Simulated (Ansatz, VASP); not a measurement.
# Two plane-wave programs on Sn

Contents of POSCAR:

```
Sn
1.0
   -2.9482820713      2.9504023647      1.5888172584
    2.9504023647     -2.9482820713      1.5888172584
    2.9460530987      2.9460530987     -1.5849306448
Sn
2
Direct
    0.0000251473      0.9999748527      0.0000000000
    0.7499748527      0.2500251473      0.5000000000
```

File INCAR.step1:

```
PREC = Accurate
ENCUT = 520
ISMEAR = 0
SIGMA = 0.3
LREAL = F
LASPH = T
NELM = 80
NBANDS = 21
GGA = PE
ALGO = Normal
EDIFF = 1E-4
LWAVE = T
LCHARG = F
```

INCAR.step2

```
PREC = Accurate
ENCUT = 520
EDIFF = 1E-7
ISMEAR = 0
SIGMA = 0.3
LREAL = F
LASPH = T
NELM = 80
ALGO = Normal
ISIF = 2
LWAVE = F
LCHARG = T
METAGGA = R2SCAN
LMIXTAU = T
LELF = T
LVHAR = T
NBANDS = 21
ISTART = 1
```

KPOINTS

```
Automatic mesh
0
Gamma
  11 11 8
```

Input for Ansatz:

```yaml
crystal:
  lattice:
    - [-2.9482820713, 2.9504023647, 1.5888172584]
    - [2.9504023647, -2.9482820713, 1.5888172584]
    - [2.9460530987, 2.9460530987, -1.5849306448]
  atoms:
    - { symbol: Sn, position: [2.51473e-05, 0.9999748527, 0.0] }
    - { symbol: Sn, position: [0.7499748527, 0.2500251473, 0.5] }
hamiltonian:
  xc: r2scan
  pseudopotentials:
    kind: paw
    azcp:
      Sn: "pseudopotentials/Sn.paw.azcp"
basis:
  ecutwfc: 500
  fft_grid_basis: typed
kpoints:
  mp_grid: { grid: [11, 11, 8], shift: [0, 0, 0] }
magnetization:
  spin_polarized: false
scf:
  occupations: { method: gaussian, width: 0.3 }
  lower_state_search: "off"
output:
  stress: true
```

Alike in both runs: task single point; functional r2SCAN; k mesh 11 × 11 × 8; occupations gaussian, width 0.3 eV; no spin polarisation.

```csv
,VASP,Ansatz
version,VASP 6.6.1,Ansatz 0.2.0
potentials or method,"VASP PAW PBE potentials, release 64 (Sn_d), cutoff 520 eV","plane waves (500 eV) with PAW, scalar-relativistic"
valence electrons in the cell,28,28
```

|  | VASP | Ansatz | Ansatz less VASP |
| --- | --- | --- | --- |
| pressure (GPa) | 0.0 | 0.0 | +0.02 |

VASP's potentials were made for PBE, not for r2SCAN.
